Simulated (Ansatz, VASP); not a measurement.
**InAgTe2: VASP beside Ansatz**

```
Ag Te In
1.0
    -3.25721    3.25721    6.42571
     3.25721   -3.25721    6.42571
     3.25721    3.25721   -6.42571
Ag Te In
2 4 2
Direct
  0.00000 0.00000 0.00000
  0.75000 0.25000 0.50000
  0.37500 0.37195 0.49695
  0.12195 0.62500 0.99695
  0.87500 0.87805 0.50305
  0.62805 0.12500 0.00305
  0.50000 0.50000 0.00000
  0.25000 0.75000 0.50000
```

Alike in both runs: task single point; functional PBE; k mesh 6 × 6 × 6; occupations fermi-dirac, width 0.02 eV; no spin polarisation.

```csv
,VASP,Ansatz
version,VASP 6.6.1,Ansatz 0.2.0
potentials or method,"VASP PAW PBE potentials, release 64 (Ag, Te, In_d)","plane waves, PAW"
plane-wave cutoff (eV),500,420
valence electrons in the cell,72,128
```

```csv
,VASP,Ansatz,Ansatz less VASP
pressure (GPa),1.2,1.2,+0.03
rms of the force components (eV/Å),0.061,0.058,-0.0031
```

VASP's potentials hold 72 valence electrons a cell and Ansatz's 128, so a difference there can come from the potentials and not from the codes.

Neither program's run includes spin-orbit coupling.
